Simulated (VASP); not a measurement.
# TaN (P-6m2) in VASP: a series of runs, part 2 of 2

VASP 6.6.1. The steps go on from the part before.

## Step 3: Electric field gradients, PBEsol (equal xx and yy strain of +1 %)

Input file INCAR:

```
SYSTEM = TaN
ALGO     = Normal         ! electronic algorithm
EDIFF    = 1E-8           ! SCF threshold, eV
ENCUT    = 520            ! plane-wave cutoff, eV
GGA      = PS             ! functional
GGA_COMPAT= .False.      
ISIF     = 2              ! what is computed and relaxed
ISMEAR   = -1             ! smearing method
LASPH    = .True.         ! aspherical terms in the spheres
LCHARG   = .False.        ! write CHGCAR
LEFG     = .True.       
LREAL    = .False.        ! projectors in reciprocal space
LWAVE    = .False.        ! write WAVECAR
NBANDS   = 16             ! bands
NELM     = 120            ! most SCF steps
PREC     = Accurate       ! precision mode
SIGMA    = 0.02           ! smearing width, eV
```

Input file KPOINTS:

```
k-points
0
Gamma
  12 12 10
  0 0 0
```

Input file POSCAR:

```
TaN
1.0
    2.9673788470      0.0000000000      0.0000000000
   -1.4836894235      2.5698254642      0.0000000000
    0.0000000000      0.0000000000      2.8830000000
Ta N
1 1
Direct
    0.3333333333      0.6666666667      0.5000000000
    0.0000000000      0.0000000000      0.0000000000
```

Potentials or basis: VASP PAW PBE potentials, release 64 (Ta_sv_GW, N).

On the command line:

```sh
> cat potpaw_PBE.64/Ta_sv_GW/POTCAR potpaw_PBE.64/N/POTCAR > POTCAR
> mpirun -np 1 vasp_std > vasp.out
```

OUTCAR:

```text
SYSTEM = TaN
   EDIFF = 1E-8
   ENCUT = 520
   GGA = PS
   ISIF = 2
   ISMEAR = -1
   LASPH = .True.
   LREAL = .False.
   NELM = 120
   PREC = Accurate

 ion  position               nearest neighbor table
   1  0.333  0.667  0.500-   2 2.24   2 2.24   2 2.24   2 2.24   2 2.24   2 2.24
   2  0.000  0.000  0.000-   1 2.24   1 2.24   1 2.24   1 2.24   1 2.24   1 2.24

  LATTYP: Found a hexagonal cell.
 ALAT       =     2.9673788470
 C/A-ratio  =     0.9715645183

  Lattice vectors:

 A1 = (   2.9673788470,   0.0000000000,   0.0000000000)
 A2 = (  -1.4836894235,   2.5698254642,   0.0000000000)
 A3 = (   0.0000000000,   0.0000000000,   2.8830000000)

Analysis of symmetry for initial positions (statically):
=====================================================================
 Subroutine PRICEL returns:
 Original cell was already a primitive cell.

 Routine SETGRP: Setting up the symmetry group for a
 hexagonal supercell.

 Subroutine GETGRP returns: Found 12 space group operations
 (whereof 12 operations were pure point group operations)
 out of a pool of 24 trial point group operations.

The static configuration has the point symmetry D_3h.

Analysis of symmetry for dynamics (positions and initial velocities):
=====================================================================
 Subroutine PRICEL returns:
 Original cell was already a primitive cell.

 Routine SETGRP: Setting up the symmetry group for a
 hexagonal supercell.

 Subroutine GETGRP returns: Found 12 space group operations
 (whereof 12 operations were pure point group operations)
 out of a pool of 24 trial point group operations.

The dynamic configuration has the point symmetry D_3h.

 Subroutine INISYM returns: Found 12 space group operations
 (whereof 12 operations are pure point group operations),
 and found     1 'primitive' translations

----------------------------------------------------------------------------------------

                                     Primitive cell

  volume of cell :      21.9847

  direct lattice vectors                    reciprocal lattice vectors
     2.967378847  0.000000000  0.000000000     0.336997752  0.194565743  0.000000000
    -1.483689423  2.569825464  0.000000000     0.000000000  0.389131485  0.000000000
     0.000000000  0.000000000  2.883000000     0.000000000  0.000000000  0.346860909

  length of vectors
     2.967378847  2.967378847  2.883000000     0.389131485  0.389131485  0.346860909

  position of ions in fractional coordinates (direct lattice)
     0.333333333  0.666666667  0.500000000
     0.000000000  0.000000000  0.000000000

  ion indices of the primitive-cell ions
   primitive index   ion index
                 1           1
                 2           2

----------------------------------------------------------------------------------------

 KPOINTS: k-points

Automatic generation of k-mesh.
 Grid dimensions read from file:
 generate k-points for:   12   12   10

 Generating k-lattice:

[... 63 lines left out ...]
   EDIFFG = 0.1E-06   stopping-criterion for IOM
   NSW    =      0    number of steps for IOM
   IBRION =     -1    ionic relax: 0-MD 1-quasi-New 2-CG
   NFREE  =      0    steps in history (QN), initial steepest desc. (CG)
   ISIF   =      2    stress and relaxation
   ISYM   =      2    0-nonsym 1-usesym 2-fastsym
   POTIM  = 0.5000    time-step for ionic-motion
   TEBEG  =    0.0;   TEEND  =   0.0 temperature during run
   PSTRESS=    0.0 pullay stress
   NELECT =      18.0000    total number of electrons
   NUPDOWN=      -1.0000    fix difference up-down
   EMIN   =  10.00;   EMAX   =-10.00  energy-range for DOS
   EFERMI =   0.00;   METHOD = LEGACY
   ISMEAR =    -1;   SIGMA  =   0.02  broadening in eV -4-tet -1-fermi 0-gaus
   EFERMI_NEDOS =   21; number of points for ismear=-14 and -15
   IALGO  =     38    algorithm
   IMIX   =      4    mixing-type and parameters
     AMIX     =   0.40;   BMIX     =  1.00
     AMIX_MAG =   1.60;   BMIX_MAG =  1.00
  volume/ion in A,a.u.               =      10.99        74.18
  Fermi-wavevector in a.u.,A,eV,Ry     =   1.531529  2.894170 31.913571  2.345581
  Thomas-Fermi vector in A             =   2.638861
   LORBIT       =      0    0 simple, 1 ext, 2 COOP (PROOUT), +10 PAW based schemes
   GGA     = PS    functional components
   LHFCALC =     F    Hartree Fock is set to
   AEXX    =    0.0000 exact exchange contribution
   IVDW    =     0    specifies the selected vdW correction
   LEPSILON=     F    determine dielectric tensor
   LRPA    =     F    only Hartree local field effects (RPA)
 non-spin polarized calculation
  energy-cutoff  :      520.00
  volume of cell :       21.98
 maximum number of plane-waves:       611
 NGX is ok and might be reduce to    24
   NGX = 11   NGY = 11   NGZ = 11

 number of electron      17.9999998 magnetization

 Free energy of the ion-electron system (eV)
  ---------------------------------------------------
  ext. energy  EPLUGINS =         0.00000000
  ---------------------------------------------------
  free energy    TOTEN  =       -26.31128298 eV

  energy without entropy =      -26.31119211  energy(sigma->0) =      -26.31123754

 E-fermi :  12.0980     XC(G=0): -13.7503

 val. band max:       11.9905144095   @ k =   0.0000   0.0000   0.4000
 cond. band min:      12.1165062226   @ k =   0.3333   0.3333   0.0000
 fundamental gap:      0.1259918131
 Fermi energy:        12.0980489718

 k-point     1 :       0.0000    0.0000    0.0000
  band No.  band energies     occupation
      1     -56.5283      2.00000
      2     -22.7911      2.00000
      3     -22.5778      2.00000
      4     -22.5778      2.00000
      5      -5.5743      2.00000
      6       7.4506      2.00000
[... 433 lines left out ...]
      3     -22.7790      2.00000
      4     -22.7297      2.00000
      5      -3.8938      2.00000
      6       4.5287      2.00000
[... 8 lines left out ...]
     15      24.7909      0.00000
     16      27.6545      0.00000

 [... further k-points ...]
[... 5 lines left out ...]
  --------------------------------------------------------------------------------------
  -------------------------------------------------------------------------------------
  Total       -1.7989144     -1.7989144     -1.0938148      0.0000000      0.0000000      0.0000000
  in kB     -131.0991278   -131.0991278    -79.7137255      0.0000000      0.0000000      0.0000000
  external PRESSURE =    -113.9706603 kB  Pullay stress =       0.0000000 kB

 VOLUME and BASIS-vectors are now :
 -----------------------------------------------------------------------------
  energy-cutoff  :      520.00
  volume of cell :       21.98
      direct lattice vectors                 reciprocal lattice vectors
     2.967378847  0.000000000  0.000000000     0.336997752  0.194565743  0.000000000
    -1.483689423  2.569825464  0.000000000     0.000000000  0.389131485  0.000000000
     0.000000000  0.000000000  2.883000000     0.000000000  0.000000000  0.346860909

 POSITION                                       TOTAL-FORCE (eV/Angst)
 -----------------------------------------------------------------------------------
     -0.00000      1.71322      1.44150        -0.000000     -0.000000      0.000000
      0.00000      0.00000      0.00000         0.000000      0.000000      0.000000
 -----------------------------------------------------------------------------------
    total drift:                                0.000000     -0.000000     -0.000000

  FREE ENERGIE OF THE ION-ELECTRON SYSTEM (eV)
  ---------------------------------------------------
  free  energy   TOTEN  =       -26.3112829760 eV

  energy  without entropy=      -26.3111921072  energy(sigma->0) =      -26.31123754

 Electric field gradients (V/A^2)
---------------------------------------------------------------------
 ion       V_xx      V_yy      V_zz      V_xy      V_xz      V_yz
---------------------------------------------------------------------
   1     -14.975   -14.974    29.949     0.000     0.000    -0.000
   2       0.559     0.560    -1.119     0.001     0.000     0.000
---------------------------------------------------------------------

 Electric field gradients after diagonalization (V/A^2)
 (convention: |V_zz| > |V_xx| > |V_yy|)
----------------------------------------------------------------------
 ion       V_xx      V_yy      V_zz     asymmetry (V_yy - V_xx)/ V_zz
----------------------------------------------------------------------
   1     -14.975   -14.974    29.949       0.000
   2       0.561     0.558    -1.119       0.002
----------------------------------------------------------------------

           NMR quadrupolar parameters

 Cq : quadrupolar parameter    Cq=e*Q*V_zz/h
 eta: asymmetry parameters     (V_yy - V_xx)/ V_zz
 Q  : nuclear electric quadrupole moment in mb (millibarn)
----------------------------------------------------------------------
 ion       Cq(MHz)       eta       Q (mb)
----------------------------------------------------------------------
   1       0.072       0.000       1.000
   2      -0.003       0.002       1.000
----------------------------------------------------------------------
```

Run time: 50 s. Hardware: 1 thread of AMD EPYC 7R43 (Zen 3), shared host; peak memory 0.15 GiB.

What came out:

| Quantity | Value |
| --- | --- |
| Free energy | -26.3113 eV |
| Pressure | -11.4 GPa |
| Band gap on the k mesh | zero (band 9 reaches 12.38 eV, above the bottom of band 10 at 11.92 eV) |

Levels at points of the mesh, in eV from the Fermi level:
| k point | band 7 | band 8 | band 9 | band 10 | band 11 | band 12 |
| --- | --- | --- | --- | --- | --- | --- |
| (0.00, 0.00, 0.00) | -4.65 | -4.19 | -2.92 | 1.87 | 3.46 | 3.46 |
| (0.50, 0.00, 0.00) | -5.11 | -3.50 | -3.27 | 2.86 | 3.74 | 5.00 |
| (0.00, 0.00, 0.50) | -3.85 | -3.85 | -0.18 | -0.18 | 2.41 | 3.07 |
| (0.50, 0.00, 0.50) | -6.20 | -5.74 | -0.43 | 3.91 | 5.06 | 5.88 |

Electric field gradients, principal values (V/Å²):
| atom | least | middle | greatest (by size) |
| --- | --- | --- | --- |
| 1 Ta | -14.974 | -14.975 | 29.949 |
| 2 N | 0.558 | 0.561 | -1.119 |

Caveat: the cell differs from its parent crystal (equal xx and yy strain of +1 %); without QUAD_EFG the Cq values of the log hold for a quadrupole moment of 1 mb, not for the nuclei; the PAW data sets were made with another functional, which shifts forces and pressure a little; spin-orbit coupling is left out, which moves the levels of the heavy elements.
